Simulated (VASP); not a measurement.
Set up this calculation in VASP 6.6.1, as the native input.

| Item | Value |
| --- | --- |
| Task | relaxation of cell and atoms |
| Functional | PBE |
| Potentials or basis | VASP PAW PBE potentials, release 64 (Li_sv, Ta_pv, O) |
| Cutoff | 600 eV |
| k mesh | 6 × 6 × 6 |
| Occupations | gaussian, width 0.1 eV |
| Spin | no spin polarisation |
| Dipole correction | no |
| Further INCAR settings | ALGO = Normal; EDIFF = 1e-07; IBRION = 2; EDIFFG = -0.04; NSW = 90; ISIF = 3 |

The structure of LiTaO2 lies in POSCAR:

```
LiTaO2
1.0
    1.5355808600      0.8865680200      5.5532108100
   -1.5355808600      0.8865680200      5.5532108100
    0.0000000000     -1.7731360400      5.5532108100
Li Ta O
1 1 2
Direct
    0.0000000000      0.0000000000      0.0000000000
    0.5000000000      0.5000000000      0.5000000000
    0.2328999900      0.2328999900      0.2328999900
    0.7671000100      0.7671000100      0.7671000100
```

The cell was generated, and may not be a known phase.

These files were run (other wordings do the same):

INCAR

```
SYSTEM = LiTaO2
PREC = Accurate
ENCUT = 600
EDIFF = 1E-7
ISMEAR = 0
SIGMA = 0.1
LREAL = .FALSE.
LASPH = .TRUE.
NELM = 80
ALGO = Normal
ISIF = 3
LWAVE = .FALSE.
LCHARG = .FALSE.
GGA = PE
IBRION = 2
NSW = 90
EDIFFG = -0.04
```

KPOINTS

```
regular mesh
0
G
  6 6 6
  0 0 0
```

Potentials or basis: VASP PAW PBE potentials, release 64 (Li_sv, Ta_pv, O).

Command:

```console
$ cat potpaw_PBE.64/Li_sv/POTCAR potpaw_PBE.64/Ta_pv/POTCAR potpaw_PBE.64/O/POTCAR > POTCAR
$ mpirun -np 1 vasp_std > vasp.out
```

Results of the run:

```json
{"Relaxed volume": "9.68 Å³/atom", "Relaxed cell": "a = 5.646 Å, b = 5.646 Å, c = 5.646 Å, α = 29.53°, β = 29.53°, γ = 29.53°", "Space group after relaxing (to 0.1 Å)": "R-3m (No. 166)", "Energy gained by relaxing": "342.2 meV/atom", "Ionic steps": "10", "Pressure after relaxing": "0.1 GPa", "Largest force after relaxing": "0.032 eV/Å", "Band gap on the k mesh": "zero (bands 13 and 14 overlap by 1.06 eV)"}
```

Caveat: the k points lie up to 0.43 Å⁻¹ apart in the final cell, too coarse for converged energies and pressures of a metal; the cutoff is under 1.25 times the usual one of these potentials, so pressure, stress and relaxed cells hold a basis-set (Pulay) error; spin-orbit coupling is left out, which moves the levels of the heavy elements.

It took 11 min on 1 thread of Intel(R) Xeon(R) Platinum 8275CL CPU @ 3.00GHz (Skylake/Cascade Lake), with other jobs on the host, peak memory 0.4 GiB.
